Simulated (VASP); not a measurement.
# GaN (rocksalt type) (Fm-3m) in VASP: notebook, part 2 of 2

VASP 6.6.1. Earlier steps stand in the parts before.

### 5 Single point, PBEsol (volume scaled by 0.88)

File INCAR:

```
PREC = Accurate ; ENCUT = 600
EDIFF = 1E-6 ; ISMEAR = -1
SIGMA = 0.05 ; LREAL = False
LASPH = True ; NELM = 120
ALGO = Normal ; ISIF = 2
LWAVE = False ; LCHARG = False
GGA = PS ; NBANDS = 16
GGA_COMPAT = False
```

File KPOINTS:

```
regular mesh
0
Gamma
  17 17 17
```

File POSCAR:

```
GaN
1.0
    0.0000000000      2.0217590106      2.0217590106
    2.0217590106      0.0000000000      2.0217590106
    2.0217590106      2.0217590106      0.0000000000
Ga N
1 1
Direct
    0.0000000000      0.0000000000      0.0000000000
    0.5000000000      0.5000000000      0.5000000000
```

Potentials or basis: VASP PAW PBE potentials, release 64 (Ga_d, N).

Command:

```
$ cat potpaw_PBE.64/Ga_d/POTCAR potpaw_PBE.64/N/POTCAR > POTCAR
$ mpirun -np 1 vasp_std > vasp.out
```

OUTCAR:

```text
PREC = Accurate
   ENCUT = 600
   EDIFF = 1E-6
   ISMEAR = -1
   LREAL = False
   LASPH = True
   NELM = 120
   ISIF = 2
   GGA = PS

 ion  position               nearest neighbor table
   1  0.000  0.000  0.000-   2 2.02   2 2.02   2 2.02   2 2.02   2 2.02   2 2.02
   2  0.500  0.500  0.500-   1 2.02   1 2.02   1 2.02   1 2.02   1 2.02   1 2.02

  LATTYP: Found a face centered cubic cell.
 ALAT       =     4.0435180212

  Lattice vectors:

 A1 = (   0.0000000000,   2.0217590106,   2.0217590106)
 A2 = (   2.0217590106,   0.0000000000,   2.0217590106)
 A3 = (   2.0217590106,   2.0217590106,   0.0000000000)

Analysis of symmetry for initial positions (statically):
=====================================================================
 Subroutine PRICEL returns:
 Original cell was already a primitive cell.

 Routine SETGRP: Setting up the symmetry group for a
 face centered cubic supercell.

 Subroutine GETGRP returns: Found 48 space group operations
 (whereof 48 operations were pure point group operations)
 out of a pool of 48 trial point group operations.

The static configuration has the point symmetry O_h .

Analysis of symmetry for dynamics (positions and initial velocities):
=====================================================================
 Subroutine PRICEL returns:
 Original cell was already a primitive cell.

 Routine SETGRP: Setting up the symmetry group for a
 face centered cubic supercell.

 Subroutine GETGRP returns: Found 48 space group operations
 (whereof 48 operations were pure point group operations)
 out of a pool of 48 trial point group operations.

The dynamic configuration has the point symmetry O_h .

 Subroutine INISYM returns: Found 48 space group operations
 (whereof 48 operations are pure point group operations),
 and found     1 'primitive' translations

----------------------------------------------------------------------------------------

                                     Primitive cell
[... 104 lines left out ...]
   EMIN   =  10.00;   EMAX   =-10.00  energy-range for DOS
   EFERMI =   0.00;   METHOD = LEGACY
   ISMEAR =    -1;   SIGMA  =   0.05  broadening in eV -4-tet -1-fermi 0-gaus
   EFERMI_NEDOS =   21; number of points for ismear=-14 and -15
   IALGO  =     38    algorithm
   IMIX   =      4    mixing-type and parameters
     AMIX     =   0.40;   BMIX     =  1.00
     AMIX_MAG =   1.60;   BMIX_MAG =  1.00
  volume/ion in A,a.u.               =       8.26        55.77
  Fermi-wavevector in a.u.,A,eV,Ry     =   1.684326  3.182916 38.599126  2.836956
  Thomas-Fermi vector in A             =   2.767369
   LORBIT       =      0    0 simple, 1 ext, 2 COOP (PROOUT), +10 PAW based schemes
   GGA     = PS    functional components
   LHFCALC =     F    Hartree Fock is set to
   AEXX    =    0.0000 exact exchange contribution
   IVDW    =     0    specifies the selected vdW correction
   LEPSILON=     F    determine dielectric tensor
   LRPA    =     F    only Hartree local field effects (RPA)
 non-spin polarized calculation
  energy-cutoff  :      600.00
  volume of cell :       16.53
 maximum number of plane-waves:       562
   NGX = 11   NGY = 11   NGZ = 11

 number of electron      18.0000005 magnetization

 Free energy of the ion-electron system (eV)
  ---------------------------------------------------
  ext. energy  EPLUGINS =         0.00000000
  ---------------------------------------------------
  free energy    TOTEN  =       -12.00339060 eV

  energy without entropy =      -12.00339059  energy(sigma->0) =      -12.00339059

 E-fermi :  10.3382     XC(G=0): -14.0619

 val. band max:        9.5621424120   @ k =  -0.1765   0.1765   0.0000
 cond. band min:      11.0068147951   @ k =   0.4706   0.4706   0.0000
 fundamental gap:      1.4446723830
 Fermi energy:        10.3381879333

 k-point     1 :       0.0000    0.0000    0.0000
  band No.  band energies     occupation
      1      -9.2089      2.00000
      2      -4.3863      2.00000
      3      -4.3863      2.00000
      4      -4.3863      2.00000
      5      -4.2490      2.00000
      6      -4.2490      2.00000
[... 433 lines left out ...]
      3      -4.3803      2.00000
      4      -4.3665      2.00000
      5      -4.3167      2.00000
      6      -4.2362      2.00000
[... 8 lines left out ...]
     15      27.1860      0.00000
     16      28.1809      0.00000

 [... further k-points ...]
[... 5 lines left out ...]
  --------------------------------------------------------------------------------------
  -------------------------------------------------------------------------------------
  Total        4.1354312      4.1354312      4.1354312     -0.0000000     -0.0000000      0.0000000
  in kB      400.8789282    400.8789282    400.8789282     -0.0000000     -0.0000000      0.0000000
  external PRESSURE =     400.8789282 kB  Pullay stress =       0.0000000 kB

 VOLUME and BASIS-vectors are now :
 -----------------------------------------------------------------------------
  energy-cutoff  :      600.00
  volume of cell :       16.53
      direct lattice vectors                 reciprocal lattice vectors
     0.000000000  2.021759011  2.021759011    -0.247309396  0.247309396  0.247309396
     2.021759011  0.000000000  2.021759011     0.247309396 -0.247309396  0.247309396
     2.021759011  2.021759011  0.000000000     0.247309396  0.247309396 -0.247309396

 POSITION                                       TOTAL-FORCE (eV/Angst)
 -----------------------------------------------------------------------------------
      0.00000      0.00000      0.00000         0.000000     -0.000000      0.000000
      2.02176      2.02176      2.02176        -0.000000      0.000000      0.000000
 -----------------------------------------------------------------------------------
    total drift:                                0.000000     -0.000000     -0.000000

  FREE ENERGIE OF THE ION-ELECTRON SYSTEM (eV)
  ---------------------------------------------------
  free  energy   TOTEN  =       -12.0033905975 eV

  energy  without entropy=      -12.0033905912  energy(sigma->0) =      -12.00339059
```

stdout:

```text
POSCAR found type information on POSCAR GaN
 POSCAR found :  2 types and       2 ions
 scaLAPACK will be used
 -----------------------------------------------------------------------------
|                                                                             |
|                                                                             |
|     You enforced a specific xc type in the INCAR file but a different       |
|     I HOPE YOU KNOW WHAT YOU ARE DOING!                                     |
|                                                                             |
 -----------------------------------------------------------------------------

 LDA part: xc-table for (Slater+PW92), standard interpolation
 POSCAR, INCAR and KPOINTS ok, starting setup
 FFT: planning ... GRIDC
 FFT: planning ... GRID_SOFT
 FFT: planning ... GRID
 WAVECAR not read
 entering main loop
```

Run time: 15 s. Hardware: 1 thread of Intel Xeon 6975P-C (Granite Rapids), shared host; peak memory 0.17 GiB.

Results:

```yaml
Free_energy: -12.0034 eV
Pressure: 40.1 GPa
Band_gap_on_the_k_mesh: 1.44 eV, indirect (least direct gap 4.56 eV)
```

Levels at points of the mesh, in eV from the valence-band top:
```tsv
k point	band 7	band 8	band 9	band 10	band 11	band 12
(0.00, 0.00, 0.00)	-0.71	-0.71	-0.71	3.85	15.40	15.40
```

Caveat: the PAW data sets were made with another functional, which shifts forces and pressure a little. A k mesh can miss the band edges.

### 6 The runs side by side

| cell | gap on the mesh (eV) | pressure (GPa) |
| --- | --- | --- |
| a = 2.674 Å, angles 60.0°, 2 atoms | 2.98 | 159.8 |
| a = 2.770 Å, angles 60.0°, 2 atoms | 2.14 | 86.3 |
| a = 2.859 Å, angles 60.0°, 2 atoms | 1.44 | 40.1 |

Alike in all rows: task single point; level PBEsol; potentials or basis VASP PAW PBE potentials, release 64 (Ga_d, N); no spin polarisation; k mesh 17 × 17 × 17; cutoff (eV) 600; smearing fermi-dirac 0.05 eV.

Caveats: the PAW data sets were made with another functional, which shifts forces and pressure a little.

Absolute energies hang on the potentials; compare differences alone.
